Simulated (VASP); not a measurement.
Set up this calculation in VASP 6.6.1, as the native input.

* Task: single point
* Functional: PBE
* Potentials or basis: VASP PAW PBE potentials, release 64 (Bi_d)
* Cutoff: 520 eV
* k mesh: 9 × 9 × 9
* Occupations: fermi-dirac, width 0.05 eV
* Spin: no spin polarisation
* Dipole correction: no
* Further INCAR settings: ALGO = Fast; EDIFF = 1e-06; NBANDS = 14

The structure of Bi lies in POSCAR:

```
Bi
1.0
   -1.9814305318      1.9814305318      1.9814305318
    1.9814305318     -1.9814305318      1.9814305318
    1.9814305318      1.9814305318     -1.9814305318
Bi
1
Direct
    0.0000000000      0.0000000000      0.0000000000
```

These files were run (other wordings do the same):

INCAR

```
  ALGO = Fast
  EDIFF = 1E-6
  ENCUT = 520
  GGA = PE
  ISIF = 2
  ISMEAR = -1
  LASPH = T
  LCHARG = F
  LREAL = F
  LWAVE = F
  NBANDS = 14
  NELM = 60
  PREC = Accurate
  SIGMA = 0.05
```

KPOINTS

```
k-points
0
Gamma
  9 9 9
```

Potentials or basis: VASP PAW PBE potentials, release 64 (Bi_d).

Command:

```bash
$ cat potpaw_PBE.64/Bi_d/POTCAR > POTCAR
$ mpirun -np 1 vasp_std > vasp.out
```

It gave:

```json
{"Pressure": "0.8 GPa"}
```

Run time: 8 s on 1 thread of Intel(R) Xeon(R) 6975P-C (Granite Rapids), with other jobs on the host, peak memory 0.15 GiB.
